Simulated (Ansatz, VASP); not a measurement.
## BP in VASP and in Ansatz

Contents of INCAR:

```
SYSTEM = BP
PREC = Accurate
ENCUT = 520
EDIFF = 1E-6
ISMEAR = 0
SIGMA = 0.05
LREAL = .False.
LASPH = .True.
NELM = 60
ALGO = Normal
ISIF = 2
LWAVE = .False.
LCHARG = .False.
GGA = PE
NBANDS = 11
```

KPOINTS

```
Automatic mesh
0
Gamma
  12 12 12
  0 0 0
```

The input POSCAR:

```
BP
1.0
    0.0000000000      2.3558978431      2.1739391373
    2.1739391373      0.0000000000      2.1739391373
    2.1739391373      2.3558978431      0.0000000000
B P
1 1
Direct
    0.0000000000      0.0000000000      0.0000000000
    0.7500000000      0.7500000000      0.7500000000
```

Input for Ansatz:

```yaml
crystal:
  lattice:
    - [0.0, 2.3558978431, 2.1739391373]
    - [2.1739391373, 0.0, 2.1739391373]
    - [2.1739391373, 2.3558978431, 0.0]
  atoms:
    - { symbol: B, position: [0.0, 0.0, 0.0] }
    - { symbol: P, position: [0.75, 0.75, 0.75] }
basis:
  ecutwfc: 520.0
kpoints:
  mp_grid: { grid: [12, 12, 12] }
hamiltonian:
  xc: pbe
scf:
  occupations: { method: gaussian, width: 0.05 }
output:
  forces: true
  stress: true
  eigenvalues: true
```

Alike in both runs: task single point; functional PBE; k mesh 12 × 12 × 12; occupations gaussian, width 0.05 eV; no spin polarisation.

|  | VASP | Ansatz |
| --- | --- | --- |
| version | VASP 6.6.1 | Ansatz 0.2.0 |
| potentials or method | VASP PAW PBE potentials, release 64 (B, P), cutoff 520 eV | scalar-relativistic, plane waves, PAW |
| valence electrons in the cell | 8 | 8 |

VASP gave:

```
gap on the k mesh at the Fermi level (eV)                     : 0.55
least direct gap on the mesh (eV)                             : 3.07
pressure (GPa)                                                : 9.5
traceless stress, the component that is largest in VASP (GPa) : -16.58
```

Task: Which values does Ansatz return?

Result: gap on the k mesh at the Fermi level (eV): 0.55; least direct gap on the mesh (eV): 3.08; pressure (GPa): 9.7; traceless stress, the component that is largest in VASP (GPa): -16.55.

With one functional, cell and mesh, what is left measures potentials, basis and numerics.
